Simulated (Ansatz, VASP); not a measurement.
One calculation of NaF, two programs

```
Na F
1.0
     0.00000    2.32000    2.32000
     2.32000    0.00000    2.32000
     2.32000    2.32000    0.00000
Na F
1 1
Cartesian
  0.0000 0.0000 0.0000
  2.3200 2.3200 2.3200
```

Alike in both runs: task relaxation of cell and atoms; functional r2SCAN; k mesh 8 × 8 × 8; occupations gaussian, width 0.02 eV; no spin polarisation.

|  | VASP | Ansatz |
| --- | --- | --- |
| version | VASP 6.6.1 | Ansatz 0.2.0 |
| potentials or method | VASP PAW PBE potentials, release 64 (Na_sv, F), cutoff 1250 eV | scalar-relativistic, plane waves, PAW |
| valence electrons in the cell | 16 | 16 |

```tsv
	VASP	Ansatz	Ansatz less VASP
gap on the k mesh at the Fermi level, each at its own relaxed structure (eV)	7.27	7.28	+0.008
relaxed volume (Å³/atom)	12.13	12.12	-0.008
relaxed length of the cell vector where the two differ most in proportion (Å)	3.249	3.249	-0.0007
```

VASP's potentials were made for PBE, not for r2SCAN.
